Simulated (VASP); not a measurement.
Runs of VASP 6.6.1 on P. The structure is that of space group Pm-3m (No. 221), or close to it. The cells are those of the table. This isn't the form of P at room conditions, which is orthorhombic.

```csv
task,cell,gap on the mesh (eV),pressure (GPa)
single point,"a = 2.401 Å, 1 atom",none,(a)
relaxation of cell and atoms,"relaxed to 18.75 GPa from a = 2.315 Å, 1 atom",none,18.7
single point,"a = 2.340 Å, 1 atom",none,12.6
single point,"a = 2.315 Å, 1 atom",none,18.8
```

Alike in all rows: level PBEsol+D4; potentials or basis VASP PAW PBE potentials, release 64 (P); no spin polarisation; k mesh 18 × 18 × 18; cutoff (eV) 500; smearing gaussian 0.1 eV.

**Question.** Fill in the values left out.

**Answer.** (a) 0.1.

Caveats: the PAW data sets were made with another functional, which shifts forces and pressure a little; the cell stands under pressure (at least some runs); the cell is relaxed towards a set pressure, so the run minimises the enthalpy, not the energy (at least some runs).

A gap of «none» marks levels without a gap at the run's occupations.
